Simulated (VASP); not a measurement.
A run of VASP 6.6.1:

The input INCAR:

```
SYSTEM = Tl
PREC     = Accurate       ! precision mode
ENCUT    = 520            ! plane-wave cutoff, eV
EDIFF    = 1E-6           ! SCF threshold, eV
ISMEAR   = 0              ! smearing method
SIGMA    = 0.1            ! smearing width, eV
LREAL    = .False.        ! projectors in reciprocal space
LASPH    = .True.         ! aspherical terms in the spheres
NELM     = 150            ! most SCF steps
ALGO     = Fast           ! electronic algorithm
ISIF     = 2              ! what is computed and relaxed
LWAVE    = .False.        ! write WAVECAR
LCHARG   = .True.         ! write CHGCAR
ISPIN    = 2              ! spin polarisation
MAGMOM   = 0 0 0          ! initial moments
LORBIT   = 11             ! projections on sites
GGA      = PE             ! functional
LELF     = .True.         ! ELF
LVHAR    = .True.       
NBANDS   = 30             ! bands
```

KPOINTS

```
Automatic mesh
0
Gamma
  3 3 3
  0.5 0.5 0.5
```

POSCAR

```
Tl
1.0
    1.7810518452      1.0282907623      8.2404167867
   -1.7810518452      1.0282907623      8.2404167867
    0.0000000000     -2.0565815246      8.2404167867
Tl
3
Direct
    0.0000000000      0.0000000000      0.0000000000
    0.2209406600      0.2209406600      0.2209406600
    0.7790593400      0.7790593400      0.7790593400
```

Potentials or basis: VASP PAW PBE potentials, release 64 (Tl_d).

Launch:

```bash
$ cat potpaw_PBE.64/Tl_d/POTCAR > POTCAR
$ mpirun -np 1 vasp_std > vasp.out
```

Hardware: 1 thread of AMD EPYC 9R45 96-Core Processor (Zen 5), on a shared host.

Task: Estimate the wall time of this run.

Result: Wall time 92 s on 1 thread of AMD EPYC 9R45 96-Core Processor (Zen 5), with other jobs on the host, peak memory 0.69 GiB. Counts: scf iterations 11, k points 6.
